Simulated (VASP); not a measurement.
Input of a VASP 6.6.1 run:

Contents of INCAR:

```
SYSTEM = V
PREC = Accurate
ENCUT = 520
EDIFF = 1E-6
ISMEAR = -1
SIGMA = 0.1
LREAL = .FALSE.
LASPH = .TRUE.
NELM = 150
ALGO = Normal
ISIF = 2
LWAVE = .FALSE.
LCHARG = .FALSE.
ISPIN = 2
MAGMOM = 2
LORBIT = 11
LMAXMIX = 4
GGA = PS
NBANDS = 16
```

File KPOINTS:

```
regular mesh
0
G
  9 9 9
  0 0 0
```

The input POSCAR:

```
V
1.0
   -1.5143500000      1.5143500000      1.5143500000
    1.5143500000     -1.5143500000      1.5143500000
    1.5143500000      1.5143500000     -1.5143500000
V
1
Direct
    0.0000000000      0.0000000000      0.0000000000
```

Potentials or basis: VASP PAW PBE potentials, release 64 (V_sv).

Run with:

```bash
$ cat potpaw_PBE.64/V_sv/POTCAR > POTCAR
$ mpirun -np 1 vasp_std > vasp.out
```

(1) What does it give for the net moment?

(2) What does it give for the pressure?

Answers

(1) 0.00 μB per cell.

(2) -11.7 GPa.

Caveat: the cell stands under tension; the PAW data sets were made with another functional, which shifts forces and pressure a little.
